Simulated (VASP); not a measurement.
# Tc (P6_3/mmc) in VASP: a series of runs

The runs below take Tc through single point, with PBE.

All numbers are computed with VASP 6.6.1; they aren't measurements. Logs are shortened: lines on timing, memory, paths and dates and some standing lists are left out, and cuts for length are marked.

**1. The cell of the first run**

Symmetry: P6_3/mmc, No. 194, hexagonal system. The conventional cell has a = 2.740 Å, b = 2.740 Å, c = 4.222 Å, α = 90.00°, β = 90.00°, γ = 120.00°. Tc (site symmetry -6m2) has 12 Tc at 2.64 to 2.74 Å within 3.5 Å.

**2. Single point, PBE**

INCAR reads:

```
SYSTEM = Tc
  PREC = Accurate
  ENCUT = 520
  EDIFF = 1E-6
  ISMEAR = -1
  SIGMA = 0.05
  LREAL = .FALSE.
  LASPH = .TRUE.
  NELM = 100
  ALGO = Fast
  ISIF = 2
  LWAVE = .FALSE.
  LCHARG = .FALSE.
  GGA = PE
  NBANDS = 20
```

KPOINTS reads:

```
Automatic mesh
0
G
  9 9 5
  0 0 0
```

POSCAR reads:

```
Tc
1.0
    2.7400000000      0.0000000000      0.0000000000
   -1.3700000000      2.3729096064      0.0000000000
    0.0000000000      0.0000000000      4.2220800000
Tc
2
Direct
    0.6666666667      0.3333333333      0.7500000000
    0.3333333333      0.6666666667      0.2500000000
```

Potentials or basis: VASP PAW PBE potentials, release 64 (Tc_pv).

Command:

```sh
$ cat potpaw_PBE.64/Tc_pv/POTCAR > POTCAR
$ mpirun -np 1 vasp_std > vasp.out
```

OUTCAR:

```text
SYSTEM = Tc
   PREC = Accurate
   ENCUT = 520
   EDIFF = 1E-6
   ISMEAR = -1
   LREAL = .FALSE.
   LASPH = .TRUE.
   NELM = 100
   ISIF = 2
   GGA = PE

 ion  position               nearest neighbor table
   1  0.667  0.333  0.750-   2 2.64   2 2.64   2 2.64   2 2.64   2 2.64   2 2.64
   2  0.333  0.667  0.250-   1 2.64   1 2.64   1 2.64   1 2.64   1 2.64   1 2.64

  LATTYP: Found a hexagonal cell.
 ALAT       =     2.7400000000
 C/A-ratio  =     1.5409051095

  Lattice vectors:

 A1 = (   2.7400000000,   0.0000000000,   0.0000000000)
 A2 = (  -1.3700000000,   2.3729096064,   0.0000000000)
 A3 = (   0.0000000000,   0.0000000000,   4.2220800000)

Analysis of symmetry for initial positions (statically):
=====================================================================
 Subroutine PRICEL returns:
 Original cell was already a primitive cell.

 Routine SETGRP: Setting up the symmetry group for a
 hexagonal supercell.

 Subroutine GETGRP returns: Found 24 space group operations
 (whereof 12 operations were pure point group operations)
 out of a pool of 24 trial point group operations.

The static configuration has the point symmetry D_3d.
 The point group associated with its full space group is D_6h.

Analysis of symmetry for dynamics (positions and initial velocities):
=====================================================================
 Subroutine PRICEL returns:
 Original cell was already a primitive cell.

 Routine SETGRP: Setting up the symmetry group for a
 hexagonal supercell.

 Subroutine GETGRP returns: Found 24 space group operations
 (whereof 12 operations were pure point group operations)
 out of a pool of 24 trial point group operations.

The dynamic configuration has the point symmetry D_3d.
 The point group associated with its full space group is D_6h.

 Subroutine INISYM returns: Found 24 space group operations
 (whereof 12 operations are pure point group operations),
 and found     1 'primitive' translations

----------------------------------------------------------------------------------------

                                     Primitive cell

  volume of cell :      27.4510

  direct lattice vectors                    reciprocal lattice vectors
     2.740000000  0.000000000  0.000000000     0.364963504  0.210711777  0.000000000
    -1.370000000  2.372909606  0.000000000     0.000000000  0.421423554  0.000000000
     0.000000000  0.000000000  4.222080000     0.000000000  0.000000000  0.236850083

[... 73 lines left out ...]
 SYSTEM =  Tc
   PREC   = accura    normal or accurate (medium, high low for compatibility)
   ISTART =      0    job   : 0-new  1-cont  2-samecut
   ICHARG =      2    charge: 1-file 2-atom 10-const
   ISPIN  =      1    spin polarized calculation?
   LNONCOLLINEAR =      F non collinear calculations
   LSORBIT =      F    spin-orbit coupling
   LASPH  =      T    aspherical Exc in radial PAW
   ENCUT  =  520.0 eV  38.22 Ry    6.18 a.u.   5.09  5.09  7.85*2*pi/ulx,y,z
   NELM   =    100;   NELMIN=  2; NELMDL= -5     # of ELM steps
   EDIFF  = 0.1E-05   stopping-criterion for ELM
   LREAL  =      F    real-space projection
   EDIFFG = 0.1E-04   stopping-criterion for IOM
   NSW    =      0    number of steps for IOM
   IBRION =     -1    ionic relax: 0-MD 1-quasi-New 2-CG
   NFREE  =      0    steps in history (QN), initial steepest desc. (CG)
   ISIF   =      2    stress and relaxation
   ISYM   =      2    0-nonsym 1-usesym 2-fastsym
   POTIM  = 0.5000    time-step for ionic-motion
   TEBEG  =    0.0;   TEEND  =   0.0 temperature during run
   PSTRESS=    0.0 pullay stress
   NELECT =      26.0000    total number of electrons
   NUPDOWN=      -1.0000    fix difference up-down
   EMIN   =  10.00;   EMAX   =-10.00  energy-range for DOS
   EFERMI =   0.00;   METHOD = LEGACY
   ISMEAR =    -1;   SIGMA  =   0.05  broadening in eV -4-tet -1-fermi 0-gaus
   EFERMI_NEDOS =   21; number of points for ismear=-14 and -15
   IALGO  =     68    algorithm
   IMIX   =      4    mixing-type and parameters
     AMIX     =   0.40;   BMIX     =  1.00
     AMIX_MAG =   1.60;   BMIX_MAG =  1.00
  volume/ion in A,a.u.               =      13.73        92.62
  Fermi-wavevector in a.u.,A,eV,Ry     =   1.607730  3.038170 35.168296  2.584797
  Thomas-Fermi vector in A             =   2.703712
   LORBIT       =      0    0 simple, 1 ext, 2 COOP (PROOUT), +10 PAW based schemes
   GGA     = PE    functional components
   LHFCALC =     F    Hartree Fock is set to
   AEXX    =    0.0000 exact exchange contribution
   IVDW    =     0    specifies the selected vdW correction
   LEPSILON=     F    determine dielectric tensor
   LRPA    =     F    only Hartree local field effects (RPA)
 non-spin polarized calculation
 RMM-DIIS sequential band-by-band and
  energy-cutoff  :      520.00
  volume of cell :       27.45
 maximum number of plane-waves:       748
   NGX = 11   NGY = 11   NGZ = 15

 number of electron      25.9999998 magnetization

 Free energy of the ion-electron system (eV)
  ---------------------------------------------------
  ext. energy  EPLUGINS =         0.00000000
  ---------------------------------------------------
  free energy    TOTEN  =       -20.58828274 eV

  energy without entropy =      -20.56940143  energy(sigma->0) =      -20.57884209

 E-fermi :  13.4398     XC(G=0): -14.0395

 val. band max:       13.4206866320   @ k =   0.2222  -0.0000   0.2000
 cond. band min:      13.4401342230   @ k =   0.2222   0.1111   0.4000
 fundamental gap:      0.0194475910
 Fermi energy:        13.4397956889

 k-point     1 :       0.0000    0.0000    0.0000
  band No.  band energies     occupation
      1     -26.2428      2.00000
      2     -24.9854      2.00000
      3     -24.9854      2.00000
      4     -24.7265      2.00000
      5     -24.7265      2.00000
      6     -24.5990      2.00000
[... 541 lines left out ...]
     19      22.6727      0.00000
     20      27.3829      0.00000

 [... further k-points ...]
[... 5 lines left out ...]
  --------------------------------------------------------------------------------------
  -------------------------------------------------------------------------------------
  Total        1.9324482      1.9324482      4.8396136     -0.0000000      0.0000000     -0.0000000
  in kB      112.7873087    112.7873087    282.4639680     -0.0000000      0.0000000     -0.0000000
  external PRESSURE =     169.3461951 kB  Pullay stress =       0.0000000 kB

 VOLUME and BASIS-vectors are now :
 -----------------------------------------------------------------------------
  energy-cutoff  :      520.00
  volume of cell :       27.45
      direct lattice vectors                 reciprocal lattice vectors
     2.740000000  0.000000000  0.000000000     0.364963504  0.210711777  0.000000000
    -1.370000000  2.372909606  0.000000000     0.000000000  0.421423554  0.000000000
     0.000000000  0.000000000  4.222080000     0.000000000  0.000000000  0.236850083

 POSITION                                       TOTAL-FORCE (eV/Angst)
 -----------------------------------------------------------------------------------
      1.37000      0.79097      3.16656        -0.000000     -0.000000      0.000000
     -0.00000      1.58194      1.05552         0.000000      0.000000      0.000000
 -----------------------------------------------------------------------------------
    total drift:                               -0.000000      0.000000     -0.000000

  FREE ENERGIE OF THE ION-ELECTRON SYSTEM (eV)
  ---------------------------------------------------
  free  energy   TOTEN  =       -20.5882827450 eV

  energy  without entropy=      -20.5694014321  energy(sigma->0) =      -20.57884209
```

Wall time 11 s (1 thread of Intel Xeon Platinum 8559C (Emerald Rapids), shared host); peak memory 0.14 GiB.

What came out:

```yaml
Free_energy: -20.5883 eV
Pressure: 16.9 GPa
Band_gap_on_the_k_mesh: zero (band 13 reaches 14.46 eV, above the bottom of band 14 at 12.30 eV)
```

**3. Single point, PBE**

This run uses another cell than the first one, of 14.01 Å³/atom, 1.021 times its volume.

INCAR reads:

```
PREC = Accurate
ENCUT = 520
EDIFF = 1E-6
ISMEAR = -1
SIGMA = 0.05
LREAL = F
LASPH = T
NELM = 80
ALGO = Normal
ISIF = 2
LWAVE = F
LCHARG = T
GGA = PE
LELF = T
LVHAR = T
NBANDS = 20
```

KPOINTS reads:

```
Automatic mesh
0
Gamma
  9 9 5
```

POSCAR, as its differences from that of step 2:

```diff
@@ -4,3 +4,3 @@
    -1.3700000000      2.3729096064      0.0000000000
-    0.0000000000      0.0000000000      4.2220800000
+    0.0000000000      0.0000000000      4.3100400000
 Tc
```

Potentials or basis: VASP PAW PBE potentials, release 64 (Tc_pv).

Command:

```sh
$ cat potpaw_PBE.64/Tc_pv/POTCAR > POTCAR
$ mpirun -np 1 vasp_std > vasp.out
```

OUTCAR:

```text
PREC = Accurate
   ENCUT = 520
   EDIFF = 1E-6
   ISMEAR = -1
   LREAL = F
   LASPH = T
   NELM = 80
   ISIF = 2
   GGA = PE

 ion  position               nearest neighbor table
   1  0.667  0.333  0.750-   2 2.67   2 2.67   2 2.67   2 2.67   2 2.67   2 2.67
   2  0.333  0.667  0.250-   1 2.67   1 2.67   1 2.67   1 2.67   1 2.67   1 2.67

  LATTYP: Found a hexagonal cell.
 ALAT       =     2.7400000000
 C/A-ratio  =     1.5730072993

  Lattice vectors:

 A1 = (   2.7400000000,   0.0000000000,   0.0000000000)
 A2 = (  -1.3700000000,   2.3729096064,   0.0000000000)
 A3 = (   0.0000000000,   0.0000000000,   4.3100400000)

Analysis of symmetry for initial positions (statically):
=====================================================================
 Subroutine PRICEL returns:
 Original cell was already a primitive cell.

 Routine SETGRP: Setting up the symmetry group for a
 hexagonal supercell.

 Subroutine GETGRP returns: Found 24 space group operations
 (whereof 12 operations were pure point group operations)
 out of a pool of 24 trial point group operations.

The static configuration has the point symmetry D_3d.
 The point group associated with its full space group is D_6h.

Analysis of symmetry for dynamics (positions and initial velocities):
=====================================================================
 Subroutine PRICEL returns:
 Original cell was already a primitive cell.

 Routine SETGRP: Setting up the symmetry group for a
 hexagonal supercell.

 Subroutine GETGRP returns: Found 24 space group operations
 (whereof 12 operations were pure point group operations)
 out of a pool of 24 trial point group operations.

The dynamic configuration has the point symmetry D_3d.
 The point group associated with its full space group is D_6h.

 Subroutine INISYM returns: Found 24 space group operations
 (whereof 12 operations are pure point group operations),
 and found     1 'primitive' translations

----------------------------------------------------------------------------------------

                                     Primitive cell

  volume of cell :      28.0229

  direct lattice vectors                    reciprocal lattice vectors
     2.740000000  0.000000000  0.000000000     0.364963504  0.210711777  0.000000000
    -1.370000000  2.372909606  0.000000000     0.000000000  0.421423554  0.000000000
     0.000000000  0.000000000  4.310040000     0.000000000  0.000000000  0.232016408

  length of vectors
     2.740000000  2.740000000  4.310040000     0.421423554  0.421423554  0.232016408

  position of ions in fractional coordinates (direct lattice)
     0.666666667  0.333333333  0.750000000
     0.333333333  0.666666667  0.250000000

  ion indices of the primitive-cell ions
   primitive index   ion index
                 1           1
                 2           2

----------------------------------------------------------------------------------------

 KPOINTS: Automatic mesh

Automatic generation of k-mesh.
 Grid dimensions read from file:
 generate k-points for:    9    9    5

 Generating k-lattice:

  Cartesian coordinates                     Fractional coordinates (reciprocal lattice)
     0.040551500  0.023412420  0.000000000     0.111111111  0.000000000  0.000000000
     0.000000000  0.046824839  0.000000000     0.000000000  0.111111111  0.000000000
     0.000000000  0.000000000  0.046403282     0.000000000  0.000000000  0.200000000

  Length of vectors
     0.046824839  0.046824839  0.046403282

  Shift w.r.t. Gamma in fractional coordinates (k-lattice)
     0.000000000  0.000000000  0.000000000

 Subroutine IBZKPT returns following result:
 ===========================================

 Found     36 irreducible k-points:

 Following reciprocal coordinates:
            Coordinates               Weight
  0.000000  0.000000  0.000000      1.000000
  0.111111 -0.000000  0.000000      6.000000
  0.222222 -0.000000  0.000000      6.000000
  0.333333 -0.000000  0.000000      6.000000
  0.444444 -0.000000  0.000000      6.000000
  0.111111  0.111111  0.000000      6.000000
[... 16 lines left out ...]
  0.333333  0.222222  0.200000     24.000000
  0.333333  0.333333  0.200000      4.000000
 [... further k-points ...]
   k-points           NKPTS =     36   k-points in BZ     NKDIM =     36   number of bands    NBANDS=     20
   number of dos      NEDOS =    301   number of ions     NIONS =      2
   total plane-waves  NPLWV =  12800
   dimension x,y,z NGX =    20 NGY =   20 NGZ =   32
   dimension x,y,z NGXF=    40 NGYF=   40 NGZF=   64
   ions per type =               2
   NGX,Y,Z   is equivalent  to a cutoff of  12.13, 12.13, 12.34 a.u.
   NGXF,Y,Z  is equivalent  to a cutoff of  24.27, 24.27, 24.69 a.u.
 SYSTEM =  unknown system
   PREC   = accura    normal or accurate (medium, high low for compatibility)
   ISTART =      0    job   : 0-new  1-cont  2-samecut
   ICHARG =      2    charge: 1-file 2-atom 10-const
   ISPIN  =      1    spin polarized calculation?
   LNONCOLLINEAR =      F non collinear calculations
   LSORBIT =      F    spin-orbit coupling
   LASPH  =      T    aspherical Exc in radial PAW
   ENCUT  =  520.0 eV  38.22 Ry    6.18 a.u.   5.09  5.09  8.01*2*pi/ulx,y,z
   NELM   =     80;   NELMIN=  2; NELMDL= -5     # of ELM steps
   EDIFF  = 0.1E-05   stopping-criterion for ELM
   LREAL  =      F    real-space projection
   EDIFFG = 0.1E-04   stopping-criterion for IOM
   NSW    =      0    number of steps for IOM
   IBRION =     -1    ionic relax: 0-MD 1-quasi-New 2-CG
   NFREE  =      0    steps in history (QN), initial steepest desc. (CG)
   ISIF   =      2    stress and relaxation
   ISYM   =      2    0-nonsym 1-usesym 2-fastsym
   POTIM  = 0.5000    time-step for ionic-motion
   TEBEG  =    0.0;   TEEND  =   0.0 temperature during run
   PSTRESS=    0.0 pullay stress
   NELECT =      26.0000    total number of electrons
   NUPDOWN=      -1.0000    fix difference up-down
   EMIN   =  10.00;   EMAX   =-10.00  energy-range for DOS
   EFERMI =   0.00;   METHOD = LEGACY
   ISMEAR =    -1;   SIGMA  =   0.05  broadening in eV -4-tet -1-fermi 0-gaus
   EFERMI_NEDOS =   21; number of points for ismear=-14 and -15
   IALGO  =     38    algorithm
   IMIX   =      4    mixing-type and parameters
     AMIX     =   0.40;   BMIX     =  1.00
     AMIX_MAG =   1.60;   BMIX_MAG =  1.00
  volume/ion in A,a.u.               =      14.01        94.55
  Fermi-wavevector in a.u.,A,eV,Ry     =   1.596718  3.017360 34.688174  2.549509
  Thomas-Fermi vector in A             =   2.694437
   LORBIT       =      0    0 simple, 1 ext, 2 COOP (PROOUT), +10 PAW based schemes
   GGA     = PE    functional components
[... 5 lines left out ...]
 non-spin polarized calculation
  energy-cutoff  :      520.00
  volume of cell :       28.02
 maximum number of plane-waves:       765
   NGX = 11   NGY = 11   NGZ = 17

 number of electron      26.0000002 magnetization

 Free energy of the ion-electron system (eV)
  ---------------------------------------------------
  ext. energy  EPLUGINS =         0.00000000
  ---------------------------------------------------
  free energy    TOTEN  =       -20.66556359 eV

  energy without entropy =      -20.64901384  energy(sigma->0) =      -20.65728872

 E-fermi :  13.0892     XC(G=0): -13.9211

 val. band max:       13.0581578705   @ k =   0.3333   0.3333   0.0000
 cond. band min:      13.1083589909   @ k =   0.2222  -0.0000   0.2000
 fundamental gap:      0.0502011203
 Fermi energy:        13.0891566712

 k-point     1 :       0.0000    0.0000    0.0000
  band No.  band energies     occupation
      1     -26.5306      2.00000
      2     -25.3402      2.00000
      3     -25.3402      2.00000
      4     -25.1208      2.00000
      5     -25.1208      2.00000
      6     -25.0503      2.00000
[... 12 lines left out ...]
     19      24.5979      0.00000
     20      27.2564      0.00000

 k-point     2 :       0.1111   -0.0000    0.0000
  band No.  band energies     occupation
      1     -26.4774      2.00000
      2     -25.4523      2.00000
      3     -25.3779      2.00000
      4     -25.2371      2.00000
      5     -25.1352      2.00000
      6     -25.0758      2.00000
[... 12 lines left out ...]
     19      24.5376      0.00000
     20      28.1434      0.00000
[... 465 lines left out ...]
      3     -25.8723      2.00000
      4     -25.6293      2.00000
      5     -25.5393      2.00000
      6     -25.3749      2.00000
[... 12 lines left out ...]
     19      24.1582      0.00000
     20      25.0296      0.00000

 k-point    24 :       0.3333    0.3333    0.2000
  band No.  band energies     occupation
      1     -26.0760      2.00000
      2     -26.0582      2.00000
      3     -26.0582      2.00000
      4     -25.6863      2.00000
      5     -25.4820      2.00000
      6     -25.4820      2.00000
[... 12 lines left out ...]
     19      22.1769      0.00000
     20      26.8903      0.00000

 [... further k-points ...]
[... 5 lines left out ...]
  --------------------------------------------------------------------------------------
  -------------------------------------------------------------------------------------
  Total        1.1574406      1.1574406      2.5750826      0.0000000     -0.0000000      0.0000000
  in kB       66.1753499     66.1753499    147.2274178      0.0000000     -0.0000000      0.0000000
  external PRESSURE =      93.1927059 kB  Pullay stress =       0.0000000 kB

 VOLUME and BASIS-vectors are now :
 -----------------------------------------------------------------------------
  energy-cutoff  :      520.00
  volume of cell :       28.02
      direct lattice vectors                 reciprocal lattice vectors
     2.740000000  0.000000000  0.000000000     0.364963504  0.210711777  0.000000000
    -1.370000000  2.372909606  0.000000000     0.000000000  0.421423554  0.000000000
     0.000000000  0.000000000  4.310040000     0.000000000  0.000000000  0.232016408

 POSITION                                       TOTAL-FORCE (eV/Angst)
 -----------------------------------------------------------------------------------
      1.37000      0.79097      3.23253        -0.000000     -0.000000      0.000000
     -0.00000      1.58194      1.07751         0.000000      0.000000      0.000000
 -----------------------------------------------------------------------------------
    total drift:                               -0.000000      0.000000     -0.000000

  FREE ENERGIE OF THE ION-ELECTRON SYSTEM (eV)
  ---------------------------------------------------
  free  energy   TOTEN  =       -20.6655635944 eV

  energy  without entropy=      -20.6490138419  energy(sigma->0) =      -20.65728872
```

stdout:

```text
POSCAR found type information on POSCAR Tc
 POSCAR found :  1 types and       2 ions
 scaLAPACK will be used
 LDA part: xc-table for (Slater+PW92), standard interpolation
 POSCAR, INCAR and KPOINTS ok, starting setup
 FFT: planning ... GRIDC
 FFT: planning ... GRID_SOFT
 FFT: planning ... GRID
 WAVECAR not read
 entering main loop
```

Run time: 8.9 s. Hardware: 1 thread of Intel Xeon Platinum 8559C (Emerald Rapids), shared host; peak memory 0.14 GiB.

What came out:

* Free energy: -20.6656 eV
* Pressure: 9.3 GPa
* Band gap on the k mesh: zero (band 13 reaches 14.01 eV, above the bottom of band 14 at 11.78 eV)

Levels at points of the mesh, in eV from the Fermi level:
| k point | band 10 | band 11 | band 12 | band 13 | band 14 | band 15 | band 16 | band 17 |
| --- | --- | --- | --- | --- | --- | --- | --- | --- |
| (0.00, 0.00, 0.00) | -1.70 | -1.41 | -0.91 | -0.91 | -0.38 | -0.38 | 1.88 | 2.52 |

[end of part 1 of 2]
